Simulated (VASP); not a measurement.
# HW12Br in VASP: single point with PBE+D3(BJ)

Aim: the single point of HW12Br with PBE+D3(BJ).

Program: VASP 6.6.1. These are calculated values, not measurements. Logs are shortened: lines on timing, memory, paths and dates and some standing lists are left out, and cuts for length are marked.

## (1) The cell of the first run

The cell holds a slab with vacuum, 14 atoms: a = 5.472 Å, b = 5.472 Å, c = 22.468 Å, α = 90.00°, β = 90.00°, γ = 109.47°.

## (2) Single point, PBE+D3(BJ)

INCAR reads:

```
SYSTEM = HW12Br
PREC = Accurate
ENCUT = 400
EDIFF = 1E-6
ISMEAR = 0
SIGMA = 0.1
LREAL = .FALSE.
LASPH = .TRUE.
NELM = 120
ALGO = Normal
ISIF = 2
LWAVE = .FALSE.
LCHARG = .FALSE.
LDIPOL = .TRUE.
IDIPOL = 3
DIPOL = 0.5 0.5 0.477
GGA = PE
IVDW = 12
NBANDS = 101
GGA_COMPAT = .FALSE.
NELMDL = -8
```

KPOINTS reads:

```
regular mesh
0
G
  4 4 1
  0 0 0
```

POSCAR reads:

```
HW12Br
1.0
    5.4721979736      0.0000000000      0.0000000000
   -1.8240659912      5.1592377269      0.0000000000
    0.0000000000      0.0000000000     22.4680309356
W Br H
12 1 1
Direct
    0.2500000000      0.2500000000      0.3560614645
    0.2500000000      0.7500000000      0.3560614645
    0.7500000000      0.2500000000      0.3560614645
    0.7500000000      0.7500000000      0.3560614645
    0.5014552864      0.4984383313      0.4529325027
    0.5031591192     -0.0024351388      0.4523341227
    0.0002813974      0.5003527367      0.4529485218
   -0.0000815301     -0.0013368000      0.4535505348
    0.7415092952      0.7482273132      0.5526124185
    0.7560725216      0.2511041003      0.5519966655
    0.2556164712      0.7441278933      0.5511916678
    0.2623017634      0.2460789875      0.5487195366
    0.9239936995      0.5834028955      0.6463679250
    0.9314897759      1.0674007126      0.5969668089
```

Potentials or basis: VASP PAW PBE potentials, release 64 (W_sv, Br, H).

Launch:

```console
$ cat potpaw_PBE.64/W_sv/POTCAR potpaw_PBE.64/Br/POTCAR potpaw_PBE.64/H/POTCAR > POTCAR
$ mpirun -np 1 vasp_std > vasp.out
```

OUTCAR:

```text
SYSTEM = HW12Br
   PREC = Accurate
   ENCUT = 400
   EDIFF = 1E-6
   ISMEAR = 0
   LREAL = .FALSE.
   LASPH = .TRUE.
   NELM = 120
   ISIF = 2
   GGA = PE
   IVDW = 12
   NELMDL = -8
 IVDW          = 12

 ion  position               nearest neighbor table
   1  0.250  0.250  0.356-   5 2.69   8 2.70   3 2.74   3 2.74   2 2.74   2 2.74   7 3.12   6 3.13
                             4 3.16   4 3.16
   2  0.250  0.750  0.356-   6 2.68   7 2.69   4 2.74   4 2.74   1 2.74   1 2.74   8 3.12   5 3.13
                             3 3.16   3 3.16
   3  0.750  0.250  0.356-   6 2.68   7 2.69   1 2.74   1 2.74   4 2.74   4 2.74   5 3.11   8 3.13
                             2 3.16   2 3.16
   4  0.750  0.750  0.356-   5 2.69   8 2.70   2 2.74   2 2.74   3 2.74   3 2.74   6 3.09   7 3.12
                             1 3.16   1 3.16
   5  0.501  0.498  0.453-  12 2.65   1 2.69   4 2.69   9 2.72   7 2.73   6 2.73   6 2.74   7 2.75
                             3 3.11  11 3.11   2 3.13   8 3.16  10 3.16   8 3.16
   6  0.503  0.998  0.452-   3 2.68   2 2.68   8 2.72  11 2.73   5 2.73   5 2.74  10 2.75   8 2.76
                            12 3.08   4 3.09   1 3.13   9 3.13   7 3.16   7 3.16
   7  0.000  0.500  0.453-   2 2.69   3 2.69  11 2.71  10 2.72   5 2.73   8 2.73   8 2.74   5 2.75
                             4 3.12   1 3.12  12 3.15   6 3.16   6 3.16   9 3.18
   8  1.000  0.999  0.454-  12 2.68   4 2.70   1 2.70   6 2.72   7 2.73   7 2.74   9 2.75   6 2.76
                             2 3.12  10 3.13   3 3.13   5 3.16   5 3.16  11 3.16
   9  0.742  0.748  0.553-  14 1.98  13 2.62  11 2.65   5 2.72  10 2.73   8 2.75  10 2.75  11 2.82
                            12 3.10   6 3.13   7 3.18  12 3.22
  10  0.756  0.251  0.552-  14 1.90  12 2.69   7 2.72   9 2.73  13 2.74   9 2.75   6 2.75  12 2.78
                             8 3.13  11 3.14   5 3.16  11 3.18
  11  0.256  0.744  0.551-   9 2.65   7 2.71   6 2.73  12 2.74  12 2.74  13 2.75   9 2.82   5 3.11
                            10 3.14   8 3.16  10 3.18
  12  0.262  0.246  0.549-  14 2.06   5 2.65   8 2.68  10 2.69  11 2.74  11 2.74  10 2.78   6 3.08
                             9 3.10   7 3.15   9 3.22
  13  0.924  0.583  0.646-   9 2.62  10 2.74  11 2.75
  14  0.931  0.067  0.597-  10 1.90   9 1.98  12 2.06

  LATTYP: Found a base centered orthorhombic cell.
 ALAT       =     6.3187499463
 B/A-ratio  =     1.4142135624
 C/A-ratio  =     3.5557714938

  Lattice vectors:

 A1 = (   5.4721979736,   0.0000000000,   0.0000000000)
 A2 = (  -1.8240659912,   5.1592377269,   0.0000000000)
 A3 = (   0.0000000000,   0.0000000000,  22.4680309356)

Analysis of symmetry for initial positions (statically):
=====================================================================
 Subroutine PRICEL returns:
 Original cell was already a primitive cell.

 Routine SETGRP: Setting up the symmetry group for a
 base centered orthorhombic supercell.

 Subroutine GETGRP returns: Found  1 space group operations
 (whereof  1 operations were pure point group operations)
 out of a pool of  8 trial point group operations.

The static configuration has the point symmetry C_1 .

Analysis of symmetry for dynamics (positions and initial velocities):
=====================================================================
 Subroutine PRICEL returns:
 Original cell was already a primitive cell.

 Routine SETGRP: Setting up the symmetry group for a
 base centered orthorhombic supercell.

 Subroutine GETGRP returns: Found  1 space group operations
 (whereof  1 operations were pure point group operations)
 out of a pool of  8 trial point group operations.

The dynamic configuration has the point symmetry C_1 .

 Subroutine INISYM returns: Found  1 space group operations
 (whereof  1 operations are pure point group operations),
 and found     1 'primitive' translations

----------------------------------------------------------------------------------------

                                     Primitive cell

  volume of cell :     634.3258

  direct lattice vectors                    reciprocal lattice vectors
     5.472197974  0.000000000  0.000000000     0.182741927  0.064609028  0.000000000
    -1.824065991  5.159237727  0.000000000     0.000000000  0.193827083  0.000000000
     0.000000000  0.000000000 22.468030936     0.000000000  0.000000000  0.044507683

  length of vectors
     5.472197974  5.472197974 22.468030936     0.193827083  0.193827083  0.044507683

  position of ions in fractional coordinates (direct lattice)
     0.250000000  0.250000000  0.356061465
     0.250000000  0.750000000  0.356061465
     0.750000000  0.250000000  0.356061465
     0.750000000  0.750000000  0.356061465
     0.501455286  0.498438331  0.452932503
     0.503159119  0.997564861  0.452334123
     0.000281397  0.500352737  0.452948522
     0.999918470  0.998663200  0.453550535
     0.741509295  0.748227313  0.552612418
     0.756072522  0.251104100  0.551996665
     0.255616471  0.744127893  0.551191668
     0.262301763  0.246078987  0.548719537
     0.923993700  0.583402896  0.646367925
     0.931489776  0.067400713  0.596966809

  ion indices of the primitive-cell ions
   primitive index   ion index
                 1           1
                 2           2
                 3           3
                 4           4
                 5           5
                 6           6
                 7           7
                 8           8
                 9           9
                10          10
                11          11
                12          12
                13          13
                14          14

----------------------------------------------------------------------------------------

 KPOINTS: regular mesh

Automatic generation of k-mesh.
 Grid dimensions read from file:
 generate k-points for:    4    4    1

 Generating k-lattice:

  Cartesian coordinates                     Fractional coordinates (reciprocal lattice)
     0.045685482  0.016152257  0.000000000     0.250000000 -0.000000000  0.000000000
     0.000000000  0.048456771  0.000000000     0.000000000  0.250000000  0.000000000
     0.000000000  0.000000000  0.044507683     0.000000000  0.000000000  1.000000000

  Length of vectors
     0.048456771  0.048456771  0.044507683

  Shift w.r.t. Gamma in fractional coordinates (k-lattice)
     0.000000000  0.000000000  0.000000000

 Subroutine IBZKPT returns following result:
 ===========================================

 Found     10 irreducible k-points:

 Following reciprocal coordinates:
            Coordinates               Weight
  0.000000  0.000000  0.000000      1.000000
  0.250000  0.000000  0.000000      2.000000
  0.000000  0.250000  0.000000      2.000000
  0.500000  0.000000  0.000000      1.000000
  0.000000  0.500000  0.000000      1.000000
  0.250000  0.250000  0.000000      2.000000
  0.500000  0.250000  0.000000      2.000000
  0.250000  0.500000  0.000000      2.000000
 -0.250000  0.250000  0.000000      2.000000
  0.500000  0.500000  0.000000      1.000000
   k-points           NKPTS =     10   k-points in BZ     NKDIM =     10   number of bands    NBANDS=    101
   number of dos      NEDOS =    301   number of ions     NIONS =     14
   total plane-waves  NPLWV = 194400
   dimension x,y,z NGX =    36 NGY =   36 NGZ =  150
   dimension x,y,z NGXF=    72 NGYF=   72 NGZF=  300
   ions per type =              12   1   1
   NGX,Y,Z   is equivalent  to a cutoff of  10.94, 10.94, 11.10 a.u.
   NGXF,Y,Z  is equivalent  to a cutoff of  21.87, 21.87, 22.20 a.u.
 SYSTEM =  HW12Br
   PREC   = accura    normal or accurate (medium, high low for compatibility)
   ISTART =      0    job   : 0-new  1-cont  2-samecut
   ICHARG =      2    charge: 1-file 2-atom 10-const
   ISPIN  =      1    spin polarized calculation?
   LNONCOLLINEAR =      F non collinear calculations
   LSORBIT =      F    spin-orbit coupling
   LASPH  =      T    aspherical Exc in radial PAW
   ENCUT  =  400.0 eV  29.40 Ry    5.42 a.u.   8.92  8.92 36.64*2*pi/ulx,y,z
   NELM   =    120;   NELMIN=  2; NELMDL= -8     # of ELM steps
   EDIFF  = 0.1E-05   stopping-criterion for ELM
   LREAL  =      F    real-space projection
   EDIFFG = 0.1E-04   stopping-criterion for IOM
   NSW    =      0    number of steps for IOM
   IBRION =     -1    ionic relax: 0-MD 1-quasi-New 2-CG
   NFREE  =      0    steps in history (QN), initial steepest desc. (CG)
   ISIF   =      2    stress and relaxation
   ISYM   =      2    0-nonsym 1-usesym 2-fastsym
   POTIM  = 0.5000    time-step for ionic-motion
   TEBEG  =    0.0;   TEEND  =   0.0 temperature during run
   PSTRESS=    0.0 pullay stress
   NELECT =     176.0000    total number of electrons
   NUPDOWN=      -1.0000    fix difference up-down
   EMIN   =  10.00;   EMAX   =-10.00  energy-range for DOS
   EFERMI =   0.00;   METHOD = LEGACY
   ISMEAR =     0;   SIGMA  =   0.10  broadening in eV -4-tet -1-fermi 0-gaus
   EFERMI_NEDOS =   21; number of points for ismear=-14 and -15
   IALGO  =     38    algorithm
   IMIX   =      4    mixing-type and parameters
     AMIX     =   0.40;   BMIX     =  1.00
     AMIX_MAG =   1.60;   BMIX_MAG =  1.00
  volume/ion in A,a.u.               =      45.31       305.76
  Fermi-wavevector in a.u.,A,eV,Ry     =   1.067763  2.017780 15.512250  1.140118
  Thomas-Fermi vector in A             =   2.203390
   LORBIT       =      0    0 simple, 1 ext, 2 COOP (PROOUT), +10 PAW based schemes
   GGA     = PE    functional components
   LHFCALC =     F    Hartree Fock is set to
   AEXX    =    0.0000 exact exchange contribution
   IVDW    =    12    specifies the selected vdW correction
   LEPSILON=     F    determine dielectric tensor
   LRPA    =     F    only Hartree local field effects (RPA)
 non-spin polarized calculation
 Gauss-broadening in eV      SIGMA  =   0.10
  energy-cutoff  :      400.00
  volume of cell :      634.33
 maximum number of plane-waves:     11556
   NGX = 17   NGY = 17   NGZ = 73

 dipolmoment           0.000000      0.000000      0.058535 electrons x Angstroem

 number of electron     175.9999993 magnetization

 dipolmoment           0.000000      0.000000     -0.099756 electrons x Angstroem

 Free energy of the ion-electron system (eV)
  ---------------------------------------------------
  ext. energy  EPLUGINS =         0.00000000
  ---------------------------------------------------
  free energy    TOTEN  =      -151.67615256 eV

  energy without entropy =     -151.63675606  energy(sigma->0) =     -151.65645431

 E-fermi :   0.6727     XC(G=0):  -5.3672

 val. band max:        0.6684595167   @ k =   0.0000   0.5000   0.0000
 cond. band min:       0.6891217598   @ k =  -0.2500   0.2500   0.0000
 fundamental gap:      0.0206622431
 Fermi energy:         0.6726667647

 k-point     1 :       0.0000    0.0000    0.0000
  band No.  band energies     occupation
      1     -73.4876      2.00000
      2     -73.4318      2.00000
      3     -73.3678      2.00000
      4     -73.3618      2.00000
      5     -73.3581      2.00000
      6     -73.3253      2.00000
[... 92 lines left out ...]
     99       2.9394      0.00000
    100       2.9636      0.00000

 k-point     2 :       0.2500    0.0000    0.0000
  band No.  band energies     occupation
      1     -73.4792      2.00000
      2     -73.4263      2.00000
      3     -73.3745      2.00000
      4     -73.3670      2.00000
      5     -73.3520      2.00000
      6     -73.3270      2.00000
[... 916 lines left out ...]
     99       1.6824      0.00000
    100       1.7629      0.00000
 [bands above 100 left out]

------------------------ aborting loop because EDIFF is reached ----------------------------------------

 vacuum level on the upper side and lower side of the slab       (xc-potential included)        -0.425         0.211

 Edisp (eV)   -5.85249

 E8    (eV) :    -3.0746

  FORCE on cell =-STRESS in cart. coord.  units (eV):
  Direction    XX          YY          ZZ          XY          YZ          ZX
  --------------------------------------------------------------------------------------
  -------------------------------------------------------------------------------------
  Total      -8.65873   -11.69701     0.37395    -3.45538    -0.02005    -0.00509
  in kB     -21.87017   -29.54425     0.94452    -8.72758    -0.05063    -0.01284
  external pressure =      -16.82 kB  Pullay stress =        0.00 kB

 VOLUME and BASIS-vectors are now :
 -----------------------------------------------------------------------------
  energy-cutoff  :      400.00
  volume of cell :      634.33
      direct lattice vectors                 reciprocal lattice vectors
     5.472197974  0.000000000  0.000000000     0.182741927  0.064609028  0.000000000
    -1.824065991  5.159237727  0.000000000     0.000000000  0.193827083  0.000000000
     0.000000000  0.000000000 22.468030936     0.000000000  0.000000000  0.044507683

 POSITION                                       TOTAL-FORCE (eV/Angst)
 -----------------------------------------------------------------------------------
      0.91203      1.28981      8.00000        -0.034923      0.015784     -0.101730
      0.00000      3.86943      8.00000         0.085334      0.102924      0.112645
      3.64813      1.28981      8.00000        -0.077417     -0.042379      0.040962
      2.73610      3.86943      8.00000         0.029745     -0.073305     -0.188531
      1.83488      2.57156     10.17650        -0.002168     -0.001885     -0.000896
      0.93376      5.14667     10.16306        -0.003806     -0.004239      0.008068
     -0.91114      2.58144     10.17686         0.004813      0.003331     -0.000730
      3.65012      5.15234     10.19039         0.001533      0.000069     -0.000680
      2.69287      3.86028     12.41611        -0.003883      0.000418      0.014143
      3.67935      1.29551     12.40228        -0.010033     -0.004475      0.020427
      0.04145      3.83913     12.38419        -0.000962      0.005476      0.021413
      0.98650      1.26958     12.32865         0.007803      0.006556      0.030418
      3.99211      3.00991     14.52261         0.003961     -0.003297      0.030498
      4.97435      0.34774     13.41267         0.000004     -0.004978      0.013993
 -----------------------------------------------------------------------------------
    total drift:                               -0.000182      0.000204     -0.004297

  FREE ENERGIE OF THE ION-ELECTRON SYSTEM (eV)
  ---------------------------------------------------
  free  energy   TOTEN  =      -157.5286468986 eV

  energy  without entropy=     -157.4892504026  energy(sigma->0) =     -157.50894865

 vacuum level on the upper side and lower side of the slab         4.786         5.440
```

It took 16 min on 1 thread of Intel Xeon Platinum 8488C (Sapphire Rapids), shared host; peak memory 0.62 GiB.

Results:

```yaml
Free_energy: -157.5286 eV
Largest_force: 0.204 eV/Å
Band_gap_on_the_k_mesh: zero (bands 88 and 89 overlap by 1.38 eV)
Dispersion_energy_per_atom: -0.418 eV
```

Forces in eV/Å, atoms in the order of the input:
```
W   -0.035  0.016 -0.102
W    0.085  0.103  0.113
W   -0.077 -0.042  0.041
W    0.030 -0.073 -0.189
W   -0.002 -0.002 -0.001
W   -0.004 -0.004  0.008
W    0.005  0.003 -0.001
W    0.002  0.000 -0.001
W   -0.004  0.000  0.014
W   -0.010 -0.004  0.020
W   -0.001  0.005  0.021
W    0.008  0.007  0.030
Br   0.004 -0.003  0.030
H    0.000 -0.005  0.014
```

Levels at points of the mesh, in eV from the Fermi level:
```
           k point  band 84  band 85  band 86  band 87  band 88  band 89  band 90  band 91  band 92  band 93
(0.00, 0.00, 0.00)    -0.14     0.12     0.39     0.67     0.80     1.05     1.42     1.54     1.64     1.79
(0.50, 0.00, 0.00)    -1.07    -0.87    -0.85    -0.82    -0.14     0.12     0.33     0.39     0.62     0.74
(0.00, 0.50, 0.00)    -1.06    -0.89    -0.85    -0.80    -0.17     0.00     0.39     0.44     0.55     0.75
(0.50, 0.50, 0.00)    -0.99    -0.92    -0.72    -0.68    -0.62    -0.58    -0.35    -0.12     0.25     0.39
```

Caveat: spin-orbit coupling is left out, which moves the levels of the heavy elements.

The gap in the log of VASP goes by the Fermi energy; the results here count the filled bands.